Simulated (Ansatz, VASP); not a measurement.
# Os in VASP and in Ansatz

The input INCAR:

```
SYSTEM = Os
  PREC = Accurate
  ENCUT = 520
  EDIFF = 1E-6
  ISMEAR = -1
  SIGMA = 0.05
  LREAL = .FALSE.
  LASPH = .TRUE.
  NELM = 60
  ALGO = Normal
  ISIF = 2
  LWAVE = .FALSE.
  LCHARG = .FALSE.
  NBANDS = 15
```

KPOINTS

```
regular mesh
0
G
  11 11 6
  0 0 0
```

The input POSCAR:

```
Os
1.0
    2.6782863798      0.0000000000      0.0000000000
   -1.3391431899      2.3194640436      0.0000000000
    0.0000000000      0.0000000000      4.2315181138
Os
2
Direct
    0.6666666667      0.3333333333      0.7500000000
    0.3333333333      0.6666666667      0.2500000000
```

Contents of input.yaml:

```yaml
crystal:
  lattice:
    - [2.6782863798, 0.0, 0.0]
    - [-1.3391431899, 2.3194640436, 0.0]
    - [0.0, 0.0, 4.2315181138]
  atoms:
    - { symbol: Os, position: [0.6666666667, 0.3333333333, 0.75] }
    - { symbol: Os, position: [0.3333333333, 0.6666666667, 0.25] }
hamiltonian:
  xc: lda
  pseudopotentials: { kind: paw, xc_functional: lda, accuracy: standard }
kpoints:
  mp_grid: { grid: [11, 11, 6] }
scf:
  occupations: { method: fermi_dirac, width: 0.05 }
output:
  forces: true
  stress: true
  eigenvalues: true
```

Alike in both runs: task single point; functional LDA; k mesh 11 × 11 × 6; occupations fermi-dirac, width 0.05 eV; no spin polarisation.

|  | VASP | Ansatz |
| --- | --- | --- |
| version | VASP 6.6.1 | Ansatz 0.2.0 |
| potentials or method | VASP PAW LDA potentials, release 64 (Os) | JTH PAW LDA |
| plane-wave cutoff (eV) | 520 | 600 |
| valence electrons in the cell | 16 | 16 |

|  | VASP | Ansatz | Ansatz less VASP |
| --- | --- | --- | --- |
| gap on the k mesh at the Fermi level (eV) | none | none | - |
| pressure (GPa) | 22.2 | 21.2 | -0.98 |
| traceless stress, the component that is largest in VASP (GPa) | 0.95 | 0.99 | +0.041 |

LDA's correlation is that of Perdew and Zunger in VASP and of Perdew and Wang (1992) in Ansatz. A gap of «none» marks a metal or a gap that the smearing closes.

Spin-orbit coupling is off throughout.
